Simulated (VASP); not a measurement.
# Ga (Fd-3m) in VASP: notebook

Runs on Ga. Level: PBE. Tasks: single point.

Program: VASP 6.6.1. These are calculated values, not measurements. Logs are shortened: lines on timing, memory, paths and dates and some standing lists are left out, and cuts for length are marked.

## 1. The cell of the first run

Symmetry: Fd-3m, No. 227, cubic system. The conventional cell has a = 5.366 Å, b = 5.366 Å, c = 5.366 Å, α = 90.00°, β = 90.00°, γ = 90.00°. Ga (site symmetry -43m) has 4 Ga at 2.32 Å within 3.1 Å.

## 2. Single point, PBE

Input file INCAR:

```
  ALGO = Normal
  EDIFF = 1E-7
  ENCUT = 520
  GGA = PE
  ISIF = 2
  ISMEAR = -1
  LASPH = True
  LCHARG = True
  LELF = True
  LREAL = False
  LVHAR = True
  LWAVE = False
  NBANDS = 20
  NELM = 60
  PREC = Accurate
  SIGMA = 0.08
```

Input file KPOINTS:

```
k-points
0
Gamma
  13 13 13
```

Input file POSCAR:

```
Ga
1.0
    0.0000000000      2.6829282106      2.6829282106
    2.6829282106      0.0000000000      2.6829282106
    2.6829282106      2.6829282106      0.0000000000
Ga
2
Direct
   -0.1250000000     -0.1250000000     -0.1250000000
    0.1250000000      0.1250000000      0.1250000000
```

Potentials or basis: VASP PAW PBE potentials, release 64 (Ga_d).

Started as:

```console
cat potpaw_PBE.64/Ga_d/POTCAR > POTCAR
mpirun -np 1 vasp_std > vasp.out
```

OUTCAR:

```text
EDIFF = 1E-7
   ENCUT = 520
   GGA = PE
   ISIF = 2
   ISMEAR = -1
   LASPH = True
   LREAL = False
   NELM = 60
   PREC = Accurate

 ion  position               nearest neighbor table
   1  0.875  0.875  0.875-   2 2.32   2 2.32   2 2.32   2 2.32
   2  0.125  0.125  0.125-   1 2.32   1 2.32   1 2.32   1 2.32

  LATTYP: Found a face centered cubic cell.
 ALAT       =     5.3658564212

  Lattice vectors:

 A1 = (   0.0000000000,   2.6829282106,   2.6829282106)
 A2 = (   2.6829282106,   0.0000000000,   2.6829282106)
 A3 = (   2.6829282106,   2.6829282106,   0.0000000000)

Analysis of symmetry for initial positions (statically):
=====================================================================
 Subroutine PRICEL returns:
 Original cell was already a primitive cell.

 Routine SETGRP: Setting up the symmetry group for a
 face centered cubic supercell.

 Subroutine GETGRP returns: Found 48 space group operations
 (whereof 12 operations were pure point group operations)
 out of a pool of 48 trial point group operations.

The static configuration has the point symmetry D_3d.
 The point group associated with its full space group is O_h .

Analysis of symmetry for dynamics (positions and initial velocities):
=====================================================================
 Subroutine PRICEL returns:
 Original cell was already a primitive cell.

 Routine SETGRP: Setting up the symmetry group for a
 face centered cubic supercell.

 Subroutine GETGRP returns: Found 48 space group operations
 (whereof 12 operations were pure point group operations)
 out of a pool of 48 trial point group operations.

The dynamic configuration has the point symmetry D_3d.
 The point group associated with its full space group is O_h .

 Subroutine INISYM returns: Found 48 space group operations
 (whereof 12 operations are pure point group operations),
 and found     1 'primitive' translations

----------------------------------------------------------------------------------------

                                     Primitive cell

  volume of cell :      38.6240

  direct lattice vectors                    reciprocal lattice vectors
     0.000000000  2.682928211  2.682928211    -0.186363540  0.186363540  0.186363540
     2.682928211  0.000000000  2.682928211     0.186363540 -0.186363540  0.186363540
     2.682928211  2.682928211  0.000000000     0.186363540  0.186363540 -0.186363540

  length of vectors
     3.794233462  3.794233462  3.794233462     0.322791121  0.322791121  0.322791121

  position of ions in fractional coordinates (direct lattice)
     0.875000000  0.875000000  0.875000000
     0.125000000  0.125000000  0.125000000

  ion indices of the primitive-cell ions
   primitive index   ion index
                 1           1
                 2           2

----------------------------------------------------------------------------------------

 KPOINTS: k-points

Automatic generation of k-mesh.
 Grid dimensions read from file:
 generate k-points for:   13   13   13

 Generating k-lattice:

  Cartesian coordinates                     Fractional coordinates (reciprocal lattice)
    -0.014335657  0.014335657  0.014335657     0.076923077  0.000000000  0.000000000
     0.014335657 -0.014335657  0.014335657     0.000000000  0.076923077  0.000000000
     0.014335657  0.014335657 -0.014335657     0.000000000  0.000000000  0.076923077

  Length of vectors
     0.024830086  0.024830086  0.024830086

  Shift w.r.t. Gamma in fractional coordinates (k-lattice)
     0.000000000  0.000000000  0.000000000

 Subroutine IBZKPT returns following result:
 ===========================================

 Found     84 irreducible k-points:

 Following reciprocal coordinates:
            Coordinates               Weight
  0.000000  0.000000  0.000000      1.000000
  0.076923  0.000000  0.000000      8.000000
  0.153846  0.000000  0.000000      8.000000
  0.230769  0.000000  0.000000      8.000000
  0.307692  0.000000  0.000000      8.000000
  0.384615  0.000000  0.000000      8.000000
[... 16 lines left out ...]
  0.384615  0.153846  0.000000     24.000000
  0.461538  0.153846  0.000000     24.000000
 [... further k-points ...]
   k-points           NKPTS =     84   k-points in BZ     NKDIM =     84   number of bands    NBANDS=     20
   number of dos      NEDOS =    301   number of ions     NIONS =      2
   total plane-waves  NPLWV =  21952
   dimension x,y,z NGX =    28 NGY =   28 NGZ =   28
   dimension x,y,z NGXF=    56 NGYF=   56 NGZF=   56
   ions per type =               2
   NGX,Y,Z   is equivalent  to a cutoff of  12.27, 12.27, 12.27 a.u.
   NGXF,Y,Z  is equivalent  to a cutoff of  24.54, 24.54, 24.54 a.u.
 SYSTEM =  unknown system
   PREC   = accura    normal or accurate (medium, high low for compatibility)
   ISTART =      0    job   : 0-new  1-cont  2-samecut
   ICHARG =      2    charge: 1-file 2-atom 10-const
   ISPIN  =      1    spin polarized calculation?
   LNONCOLLINEAR =      F non collinear calculations
   LSORBIT =      F    spin-orbit coupling
   LASPH  =      T    aspherical Exc in radial PAW
   ENCUT  =  520.0 eV  38.22 Ry    6.18 a.u.   7.05  7.05  7.05*2*pi/ulx,y,z
   NELM   =     60;   NELMIN=  2; NELMDL= -5     # of ELM steps
   EDIFF  = 0.1E-06   stopping-criterion for ELM
   LREAL  =      F    real-space projection
   EDIFFG = 0.1E-05   stopping-criterion for IOM
   NSW    =      0    number of steps for IOM
   IBRION =     -1    ionic relax: 0-MD 1-quasi-New 2-CG
   NFREE  =      0    steps in history (QN), initial steepest desc. (CG)
   ISIF   =      2    stress and relaxation
   ISYM   =      2    0-nonsym 1-usesym 2-fastsym
   POTIM  = 0.5000    time-step for ionic-motion
   TEBEG  =    0.0;   TEEND  =   0.0 temperature during run
   PSTRESS=    0.0 pullay stress
   NELECT =      26.0000    total number of electrons
   NUPDOWN=      -1.0000    fix difference up-down
   EMIN   =  10.00;   EMAX   =-10.00  energy-range for DOS
   EFERMI =   0.00;   METHOD = LEGACY
   ISMEAR =    -1;   SIGMA  =   0.08  broadening in eV -4-tet -1-fermi 0-gaus
   EFERMI_NEDOS =   21; number of points for ismear=-14 and -15
   IALGO  =     38    algorithm
   IMIX   =      4    mixing-type and parameters
     AMIX     =   0.40;   BMIX     =  1.00
     AMIX_MAG =   1.60;   BMIX_MAG =  1.00
  volume/ion in A,a.u.               =      19.31       130.32
  Fermi-wavevector in a.u.,A,eV,Ry     =   1.434763  2.711309 28.008211  2.058545
  Thomas-Fermi vector in A             =   2.554136
   LORBIT       =      0    0 simple, 1 ext, 2 COOP (PROOUT), +10 PAW based schemes
   GGA     = PE    functional components
   LHFCALC =     F    Hartree Fock is set to
   AEXX    =    0.0000 exact exchange contribution
   IVDW    =     0    specifies the selected vdW correction
   LEPSILON=     F    determine dielectric tensor
   LRPA    =     F    only Hartree local field effects (RPA)
 non-spin polarized calculation
  energy-cutoff  :      520.00
  volume of cell :       38.62
 maximum number of plane-waves:      1052
   NGX = 15   NGY = 15   NGZ = 15

 number of electron      25.9999979 magnetization

 Free energy of the ion-electron system (eV)
  ---------------------------------------------------
  ext. energy  EPLUGINS =         0.00000000
  ---------------------------------------------------
  free energy    TOTEN  =        -4.69436248 eV

  energy without entropy =       -4.67216405  energy(sigma->0) =       -4.68326327

 E-fermi :   4.5824     XC(G=0): -10.5846

 val. band max:        4.5639585595   @ k =   0.4615   0.1538   0.0000
 cond. band min:       4.5920578728   @ k =  -0.1538   0.0769   0.0000
 fundamental gap:      0.0280993133
 Fermi energy:         4.5824188256

 k-point     1 :       0.0000    0.0000    0.0000
  band No.  band energies     occupation
      1     -10.5172      2.00000
      2     -10.5172      2.00000
      3     -10.5172      2.00000
      4     -10.4560      2.00000
      5     -10.4560      2.00000
      6      -9.9156      2.00000
[... 12 lines left out ...]
     19      13.6409      0.00000
     20      17.2977      0.00000

 k-point     2 :       0.0769    0.0000    0.0000
  band No.  band energies     occupation
      1     -10.5308      2.00000
      2     -10.5308      2.00000
      3     -10.5153      2.00000
      4     -10.4375      2.00000
      5     -10.4375      2.00000
      6      -9.9207      2.00000
[... 12 lines left out ...]
     19      14.1725      0.00000
     20      16.2478      0.00000

 k-point     3 :       0.1538    0.0000    0.0000
  band No.  band energies     occupation
      1     -10.5503      2.00000
      2     -10.5503      2.00000
      3     -10.5101      2.00000
      4     -10.4053      2.00000
      5     -10.4053      2.00000
      6      -9.9352      2.00000
[... 12 lines left out ...]
     19      15.1105      0.00000
     20      15.5236      0.00000

 k-point     4 :       0.2308    0.0000    0.0000
  band No.  band energies     occupation
      1     -10.5630      2.00000
      2     -10.5630      2.00000
      3     -10.5029      2.00000
      4     -10.3771      2.00000
      5     -10.3771      2.00000
      6      -9.9559      2.00000
[... 12 lines left out ...]
     19      15.1086      0.00000
     20      15.4642      0.00000

 k-point     5 :       0.3077    0.0000    0.0000
  band No.  band energies     occupation
      1     -10.5677      2.00000
      2     -10.5677      2.00000
      3     -10.4954      2.00000
      4     -10.3601      2.00000
      5     -10.3601      2.00000
      6      -9.9784      2.00000
[... 12 lines left out ...]
     19      16.1832      0.00000
     20      16.1852      0.00000
[... 353 lines left out ...]
      6     -10.0750      2.00000
[... 12 lines left out ...]
     19      15.8001      0.00000
     20      16.7551      0.00000

 k-point    22 :       0.3077    0.1538    0.0000
  band No.  band energies     occupation
      1     -10.5950      2.00000
      2     -10.5491      2.00000
      3     -10.5138      2.00000
      4     -10.3629      2.00000
      5     -10.2890      2.00000
      6     -10.1020      2.00000
[... 12 lines left out ...]
     19      16.7774      0.00000
     20      17.2909      0.00000

 k-point    23 :       0.3846    0.1538    0.0000
  band No.  band energies     occupation
      1     -10.6059      2.00000
      2     -10.5573      2.00000
      3     -10.4922      2.00000
      4     -10.3403      2.00000
      5     -10.2777      2.00000
      6     -10.1088      2.00000
[... 12 lines left out ...]
     19      16.4379      0.00000
     20      18.6549      0.00000

 k-point    24 :       0.4615    0.1538    0.0000
  band No.  band energies     occupation
      1     -10.6118      2.00000
      2     -10.5659      2.00000
      3     -10.4686      2.00000
      4     -10.3208      2.00000
      5     -10.2858      2.00000
      6     -10.0972      2.00000
[... 12 lines left out ...]
     19      16.2686      0.00000
     20      19.8016      0.00000

 [... further k-points ...]

------------------------ aborting loop because EDIFF is reached ----------------------------------------

  FORCE on cell =-STRESS in cart. coord.  units (eV):
  Direction    XX          YY          ZZ          XY          YZ          ZX
  --------------------------------------------------------------------------------------
  -------------------------------------------------------------------------------------
  Total        4.6344279      4.6344279      4.6344279     -0.0000000      0.0000000     -0.0000000
  in kB      192.2425701    192.2425701    192.2425701     -0.0000000      0.0000000     -0.0000000
  external PRESSURE =     192.2425701 kB  Pullay stress =       0.0000000 kB

 VOLUME and BASIS-vectors are now :
 -----------------------------------------------------------------------------
  energy-cutoff  :      520.00
  volume of cell :       38.62
      direct lattice vectors                 reciprocal lattice vectors
     0.000000000  2.682928211  2.682928211    -0.186363540  0.186363540  0.186363540
     2.682928211  0.000000000  2.682928211     0.186363540 -0.186363540  0.186363540
     2.682928211  2.682928211  0.000000000     0.186363540  0.186363540 -0.186363540

 POSITION                                       TOTAL-FORCE (eV/Angst)
 -----------------------------------------------------------------------------------
      4.69512      4.69512      4.69512         0.000000     -0.000000      0.000000
      0.67073      0.67073      0.67073        -0.000000      0.000000     -0.000000
 -----------------------------------------------------------------------------------
    total drift:                                0.000000      0.000000     -0.000000

  FREE ENERGIE OF THE ION-ELECTRON SYSTEM (eV)
  ---------------------------------------------------
  free  energy   TOTEN  =        -4.6943624827 eV

  energy  without entropy=       -4.6721640549  energy(sigma->0) =       -4.68326327
```

Run time: 36 s. Hardware: 1 thread of Intel Xeon 6975P-C, shared host; peak memory 0.19 GiB.

Results:

- Free energy: -4.6944 eV
- Pressure: 19.2 GPa
- Band gap on the k mesh: zero (band 13 reaches 8.21 eV, above the bottom of band 14 at 2.90 eV)

Levels at points of the mesh, in eV from the Fermi level:
```tsv
k point	band 11	band 12	band 13	band 14	band 15	band 16
(0.00, 0.00, 0.00)	-10.88	3.63	3.63	3.63	5.63	5.63
```

## 3. Single point, PBE

Input file INCAR:

```
SYSTEM = Ga
PREC = Accurate
ENCUT = 520
EDIFF = 1E-7
ISMEAR = -1
SIGMA = 0.08
LREAL = .FALSE.
LASPH = .TRUE.
NELM = 80
ALGO = Normal
ISIF = 2
LWAVE = .FALSE.
LCHARG = .FALSE.
GGA = PE
NBANDS = 20
```

Input file KPOINTS:

```
regular mesh
0
G
  13 13 13
  0 0 0
```

POSCAR is that of step 2.

Potentials or basis: VASP PAW PBE potentials, release 64 (Ga_d).

Started as:

```console
cat potpaw_PBE.64/Ga_d/POTCAR > POTCAR
mpirun -np 1 vasp_std > vasp.out
```

Wall time 38 s (1 thread of Intel Xeon 6975P-C, shared host); peak memory 0.19 GiB.

The run converged. Its results:

```
Free energy            : -4.6944 eV
Pressure               : 19.2 GPa
Band gap on the k mesh : zero (band 13 reaches 8.21 eV, above the bottom of band 14 at 2.90 eV)
```

Levels at points of the mesh, in eV from the Fermi level:
```csv
k point,band 9,band 10,band 11,band 12,band 13,band 14,band 15,band 16,band 17,band 18
"(0.00, 0.00, 0.00)",-14.37,-14.37,-10.88,3.63,3.63,3.63,5.63,5.63,5.63,6.49
```
